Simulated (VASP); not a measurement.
# AlN (NiAs type) (P6_3/mmc) in VASP: relaxation of cell and atoms with PBE

Aim: the relaxation of cell and atoms of AlN (NiAs type) with PBE.

All numbers are computed with VASP 6.6.1; they aren't measurements. Logs are shortened: lines on timing, memory, paths and dates and some standing lists are left out, and cuts for length are marked.

## Step 1: The cell of the first run

The structure is hexagonal, space group P6_3/mmc (No. 194). Conventional cell: a = 2.785 Å, b = 2.785 Å, c = 4.317 Å, α = 90.00°, β = 90.00°, γ = 120.00°. Within 2.6 Å of Al (site symmetry -3m) lie 6 N at 1.94 Å and 2 Al at 2.16 Å. Within 2.8 Å of N (site symmetry -6m2) lie 6 Al at 1.94 Å and 12 N at 2.69 to 2.79 Å.

## Step 2: Relaxation of cell and atoms, PBE, target pressure 51 GPa, at which the enthalpy is minimised

INCAR reads:

```
SYSTEM = AlN
PREC = Accurate ; ENCUT = 600
EDIFF = 1E-6 ; ISMEAR = -1
SIGMA = 0.1 ; LREAL = .FALSE.
LASPH = .TRUE. ; NELM = 80
ALGO = Normal ; ISIF = 3
LWAVE = .FALSE. ; LCHARG = .FALSE.
GGA = PE ; IBRION = 2
NSW = 60 ; EDIFFG = -0.005
PSTRESS = 510.0
```

KPOINTS reads:

```
regular mesh
0
G
  12 12 7
  0 0 0
```

POSCAR reads:

```
AlN
1.0
    2.7851969848      0.0000000000      0.0000000000
   -1.3925984924      2.4120513434      0.0000000000
    0.0000000000      0.0000000000      4.3170553265
Al N
2 2
Direct
    0.0000000000      0.0000000000      0.0000000000
    0.0000000000      0.0000000000      0.5000000000
    0.3333333333      0.6666666667      0.2500000000
    0.6666666667      0.3333333333      0.7500000000
```

Potentials or basis: VASP PAW PBE potentials, release 64 (Al, N).

Started as:

```console
$ cat potpaw_PBE.64/Al/POTCAR potpaw_PBE.64/N/POTCAR > POTCAR
$ mpirun -np 1 vasp_std > vasp.out
```

OUTCAR:

```text
SYSTEM = AlN
   PREC = Accurate
   ENCUT = 600
   EDIFF = 1E-6
   ISMEAR = -1
   LREAL = .FALSE.
   LASPH = .TRUE.
   NELM = 80
   ISIF = 3
   GGA = PE
   IBRION = 2
   NSW = 60
   EDIFFG = -0.005
   PSTRESS = 510.0

 ion  position               nearest neighbor table
   1  0.000  0.000  0.000-   3 1.94   4 1.94   4 1.94   3 1.94   4 1.94   3 1.94   2 2.16   2 2.16

   2  0.000  0.000  0.500-   3 1.94   4 1.94   4 1.94   3 1.94   4 1.94   3 1.94   1 2.16   1 2.16

   3  0.333  0.667  0.250-   1 1.94   2 1.94   1 1.94   2 1.94   1 1.94   2 1.94
   4  0.667  0.333  0.750-   1 1.94   2 1.94   1 1.94   2 1.94   1 1.94   2 1.94

  LATTYP: Found a hexagonal cell.
 ALAT       =     2.7851969848
 C/A-ratio  =     1.5500000000

  Lattice vectors:

 A1 = (   2.7851969848,   0.0000000000,   0.0000000000)
 A2 = (  -1.3925984924,   2.4120513434,   0.0000000000)
 A3 = (   0.0000000000,   0.0000000000,   4.3170553265)

Analysis of symmetry for initial positions (statically):
=====================================================================
 Subroutine PRICEL returns:
 Original cell was already a primitive cell.

 Routine SETGRP: Setting up the symmetry group for a
 hexagonal supercell.

 Subroutine GETGRP returns: Found 24 space group operations
 (whereof 12 operations were pure point group operations)
 out of a pool of 24 trial point group operations.

The static configuration has the point symmetry D_3d.
 The point group associated with its full space group is D_6h.

Analysis of symmetry for dynamics (positions and initial velocities):
=====================================================================
 Subroutine PRICEL returns:
 Original cell was already a primitive cell.

 Routine SETGRP: Setting up the symmetry group for a
 hexagonal supercell.

 Subroutine GETGRP returns: Found 24 space group operations
 (whereof 12 operations were pure point group operations)
 out of a pool of 24 trial point group operations.

The dynamic configuration has the point symmetry D_3d.
 The point group associated with its full space group is D_6h.

 Subroutine INISYM returns: Found 24 space group operations
 (whereof 12 operations are pure point group operations),
 and found     1 'primitive' translations

----------------------------------------------------------------------------------------

                                     Primitive cell

  volume of cell :      29.0021

  direct lattice vectors                    reciprocal lattice vectors
     2.785196985  0.000000000  0.000000000     0.359041032  0.207292437  0.000000000
    -1.392598492  2.412051343  0.000000000     0.000000000  0.414584873  0.000000000
     0.000000000  0.000000000  4.317055327     0.000000000  0.000000000  0.231639376

  length of vectors
     2.785196985  2.785196985  4.317055327     0.414584873  0.414584873  0.231639376

  position of ions in fractional coordinates (direct lattice)
     0.000000000  0.000000000  0.000000000
     0.000000000  0.000000000  0.500000000
     0.333333333  0.666666667  0.250000000
     0.666666667  0.333333333  0.750000000

  ion indices of the primitive-cell ions
   primitive index   ion index
                 1           1
                 2           2
                 3           3
                 4           4

----------------------------------------------------------------------------------------

 KPOINTS: regular mesh

Automatic generation of k-mesh.
 Grid dimensions read from file:
 generate k-points for:   12   12    7

 Generating k-lattice:

  Cartesian coordinates                     Fractional coordinates (reciprocal lattice)
     0.029920086  0.017274370  0.000000000     0.083333333  0.000000000  0.000000000
     0.000000000  0.034548739  0.000000000     0.000000000  0.083333333  0.000000000
     0.000000000  0.000000000  0.033091339     0.000000000  0.000000000  0.142857143

  Length of vectors
     0.034548739  0.034548739  0.033091339

  Shift w.r.t. Gamma in fractional coordinates (k-lattice)
     0.000000000  0.000000000  0.000000000

 Subroutine IBZKPT returns following result:
 ===========================================

 Found     76 irreducible k-points:

 Following reciprocal coordinates:
            Coordinates               Weight
  0.000000  0.000000  0.000000      1.000000
  0.083333  0.000000  0.000000      6.000000
  0.166667 -0.000000  0.000000      6.000000
  0.250000  0.000000  0.000000      6.000000
  0.333333  0.000000  0.000000      6.000000
  0.416667  0.000000  0.000000      6.000000
[... 16 lines left out ...]
  0.250000  0.000000  0.142857     12.000000
  0.333333  0.000000  0.142857     12.000000
 [... further k-points ...]
   k-points           NKPTS =     76   k-points in BZ     NKDIM =     76   number of bands    NBANDS=     12
   number of dos      NEDOS =    301   number of ions     NIONS =      4
   total plane-waves  NPLWV =  20736
   dimension x,y,z NGX =    24 NGY =   24 NGZ =   36
   dimension x,y,z NGXF=    48 NGYF=   48 NGZF=   72
   ions per type =               2   2
   NGX,Y,Z   is equivalent  to a cutoff of  14.33, 14.33, 13.86 a.u.
   NGXF,Y,Z  is equivalent  to a cutoff of  28.65, 28.65, 27.73 a.u.
 SYSTEM =  AlN
   PREC   = accura    normal or accurate (medium, high low for compatibility)
   ISTART =      0    job   : 0-new  1-cont  2-samecut
   ICHARG =      2    charge: 1-file 2-atom 10-const
   ISPIN  =      1    spin polarized calculation?
   LNONCOLLINEAR =      F non collinear calculations
   LSORBIT =      F    spin-orbit coupling
   LASPH  =      T    aspherical Exc in radial PAW
   ENCUT  =  600.0 eV  44.10 Ry    6.64 a.u.   5.56  5.56  8.62*2*pi/ulx,y,z
   NELM   =     80;   NELMIN=  2; NELMDL= -5     # of ELM steps
   EDIFF  = 0.1E-05   stopping-criterion for ELM
   LREAL  =      F    real-space projection
   EDIFFG = -.5E-02   stopping-criterion for IOM
   NSW    =     60    number of steps for IOM
   IBRION =      2    ionic relax: 0-MD 1-quasi-New 2-CG
   NFREE  =      1    steps in history (QN), initial steepest desc. (CG)
   ISIF   =      3    stress and relaxation
   ISYM   =      2    0-nonsym 1-usesym 2-fastsym
   POTIM  = 0.5000    time-step for ionic-motion
   TEBEG  =    0.0;   TEEND  =   0.0 temperature during run
   PSTRESS=  510.0 pullay stress
   NELECT =      16.0000    total number of electrons
   NUPDOWN=      -1.0000    fix difference up-down
   EMIN   =  10.00;   EMAX   =-10.00  energy-range for DOS
   EFERMI =   0.00;   METHOD = LEGACY
   ISMEAR =    -1;   SIGMA  =   0.10  broadening in eV -4-tet -1-fermi 0-gaus
   EFERMI_NEDOS =   21; number of points for ismear=-14 and -15
   IALGO  =     38    algorithm
   IMIX   =      4    mixing-type and parameters
     AMIX     =   0.40;   BMIX     =  1.00
     AMIX_MAG =   1.60;   BMIX_MAG =  1.00
  volume/ion in A,a.u.               =       7.25        48.93
  Fermi-wavevector in a.u.,A,eV,Ry     =   1.342677  2.537291 24.528322  1.802781
  Thomas-Fermi vector in A             =   2.470812
   LORBIT       =      0    0 simple, 1 ext, 2 COOP (PROOUT), +10 PAW based schemes
   GGA     = PE    functional components
   LHFCALC =     F    Hartree Fock is set to
   AEXX    =    0.0000 exact exchange contribution
   IVDW    =     0    specifies the selected vdW correction
   LEPSILON=     F    determine dielectric tensor
   LRPA    =     F    only Hartree local field effects (RPA)
 conjugate gradient relaxation of ions
 non-spin polarized calculation
  energy-cutoff  :      600.00
  volume of cell :       29.00
 maximum number of plane-waves:      1008
 NGX is ok and might be reduce to    24
   NGX = 11   NGY = 11   NGZ = 17

--------------------------------------- Ionic step        1  -------------------------------------------

 number of electron      16.0000000 magnetization

 Free energy of the ion-electron system (eV)
  ---------------------------------------------------
  ext. energy  EPLUGINS =         0.00000000
  ---------------------------------------------------
  free energy    TOTEN  =       -26.85254695 eV

  energy without entropy =      -26.85254695  energy(sigma->0) =      -26.85254695

------------------------ aborting loop because EDIFF is reached ----------------------------------------

  FORCE on cell =-STRESS in cart. coord.  units (eV):
  Direction    XX          YY          ZZ          XY          YZ          ZX
  --------------------------------------------------------------------------------------
  -------------------------------------------------------------------------------------
  Total        4.7327978      4.7327978     25.5933361      0.0000000      0.0000000      0.0000000
  in kB      261.4559022    261.4559022   1413.8632389      0.0000000      0.0000000      0.0000000
  external PRESSURE =     135.5916811 kB  Pullay stress =     510.0000000 kB
[... 103 lines left out ...]
  energy  without entropy=      -27.9244334421  energy(sigma->0) =      -27.92443344

  enthalpy is  TOTEN    =       -18.3622171364 eV   P V=        9.5622163059

[... ionic steps 4 to 8 ...]

--------------------------------------- Ionic step        9  -------------------------------------------

 number of electron      16.0000000 magnetization

------------------------ aborting loop because EDIFF is reached ----------------------------------------
[... 75 lines left out ...]
--------------------------------------- Ionic step       11  -------------------------------------------

 number of electron      16.0000000 magnetization

 Free energy of the ion-electron system (eV)
  ---------------------------------------------------
  ext. energy  EPLUGINS =         0.00000000
  ---------------------------------------------------
  free energy    TOTEN  =       -27.76023418 eV

  energy without entropy =      -27.76023418  energy(sigma->0) =      -27.76023418

 E-fermi :  13.6809     XC(G=0): -12.8111

 val. band max:       11.6724456289   @ k =   0.0000   0.0000   0.0000
 cond. band min:      17.1816770373   @ k =   0.5000   0.0000   0.0000
 fundamental gap:      5.5092314084
 Fermi energy:        13.6809312910

 k-point     1 :       0.0000    0.0000    0.0000
  band No.  band energies     occupation
      1      -7.1550      2.00000
      2      -3.7794      2.00000
      3       2.0613      2.00000
      4      10.5977      2.00000
      5      10.5977      2.00000
      6      10.8989      2.00000
      7      11.6724      2.00000
      8      11.6724      2.00000
      9      18.6966      0.00000
     10      19.1436      0.00000
     11      20.8582      0.00000
     12      25.3388      0.00000
[... 331 lines left out ...]
 k-point    24 :       0.3333    0.0000    0.1429
  band No.  band energies     occupation
      1      -4.8786      2.00000
      2      -2.6837      2.00000
      3       4.1525      2.00000
      4       5.3336      2.00000
      5       6.2326      2.00000
      6       9.2142      2.00000
      7       9.5365      2.00000
      8      10.5122      2.00000
      9      18.1414      0.00000
     10      18.8230      0.00000
     11      20.7022      0.00000
     12      22.5269      0.00000

 [... further k-points ...]
[... 5 lines left out ...]
  --------------------------------------------------------------------------------------
  -------------------------------------------------------------------------------------
  Total        9.3826796      9.3826796      9.3837059      0.0000000      0.0000000      0.0000000
  in kB      509.9637186    509.9637187    510.0194977      0.0000000      0.0000000      0.0000000
  external PRESSURE =      -0.0176883 kB  Pullay stress =     510.0000000 kB
[... 23 lines left out ...]
  energy  without entropy=      -27.7602341799  energy(sigma->0) =      -27.76023418

  enthalpy is  TOTEN    =       -18.3768870375 eV   P V=        9.3833471426

 reached required accuracy - stopping structural energy minimisation
```

Run time: 2.9 min. Hardware: 1 thread of Intel Xeon 8259CL, shared host; peak memory 0.17 GiB.

What came out:

```yaml
Free_energy: -27.7602 eV
Relaxed_volume: 7.37 Å³/atom
Relaxed_cell: a = 2.703 Å, b = 2.703 Å, c = 4.658 Å, α = 90.00°, β = 90.00°, γ = 120.00°
Space_group_after_relaxing_to_0.1_Å: P6_3/mmc (No. 194)
Energy_change_on_relaxing_the_run_minimises_the_enthalpy: -226.9 meV/atom
Ionic_steps: 11
Pressure_after_relaxing: 51.0 GPa
Band_gap_on_the_k_mesh: 5.51 eV (least direct gap 6.91 eV)
```

The path:
```tsv
step	energy change (eV)	largest force (eV/Å)	pressure (GPa)	volume (Å³)
1	0.0000	0.0000	64.56	29.00
2	-0.1725	0.0000	29.75	31.06
3	-1.0719	0.0000	43.04	30.04
4	-1.0565	0.0000	44.04	29.98
5	-0.6670	0.0000	61.21	28.80
6	-0.9109	0.0000	50.83	29.49
7	-0.9077	0.0000	50.97	29.48
8	-0.9033	0.0000	51.21	29.46
9	-0.9054	0.0000	51.10	29.47
10	-0.9098	0.0000	50.90	29.48
11	-0.9077	0.0000	51.00	29.48
```

Final structure:
```xyz
4
Lattice="2.7032 0.0000 0.0000 -1.3516 2.3411 0.0000 0.0000 0.0000 4.6580" Properties=species:S:1:pos:R:3 pbc="T T T"
Al    0.0000    0.0000    0.0000
Al    0.0000    0.0000    2.3290
N     0.0000    1.5607    1.1645
N     1.3516    0.7804    3.4935
```

Caveat: the cell is relaxed towards a set pressure, so the run minimises the enthalpy, not the energy. A k mesh can miss the band edges.
